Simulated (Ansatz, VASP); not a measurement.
# Hf in VASP and in Ansatz

```xyz
2
Lattice="3.1156 0.0000 0.0000 -1.5578 2.6982 0.0000 0.0000 0.0000 4.9602" Properties=species:S:1:pos:R:3 pbc="T T T"
Hf    0.0000    1.7988    1.2401
Hf    1.5578    0.8994    3.7202
```

Alike in both runs: functional LDA; k mesh 12 × 12 × 8; occupations fermi-dirac, width 0.15 eV; no spin polarisation.

Ansatz relaxed the structure, and its values are those at the end. VASP's run is a single point on that final structure, the one shown.

|  | VASP | Ansatz |
| --- | --- | --- |
| version | VASP 6.6.1 | Ansatz 0.2.0 |
| potentials or method | VASP PAW LDA potentials, release 64 (Hf_pv), cutoff 520 eV | scalar-relativistic, plane waves, PAW |
| valence electrons in the cell | 20 | 52 |

```tsv
	VASP	Ansatz	Ansatz less VASP
gap on the k mesh at the Fermi level (eV)	none	none	-
pressure (GPa)	0.0	0.0	-0.03
```

Ansatz warns that its potentials were made for another functional, while VASP's fit it. LDA's correlation is that of Perdew and Zunger in VASP and of Perdew and Wang (1992) in Ansatz. A gap of «none» marks a metal or a gap that the smearing closes. VASP's potentials hold 20 valence electrons a cell and Ansatz's 52, so a difference there can come from the potentials and not from the codes.

Neither program's run includes spin-orbit coupling.
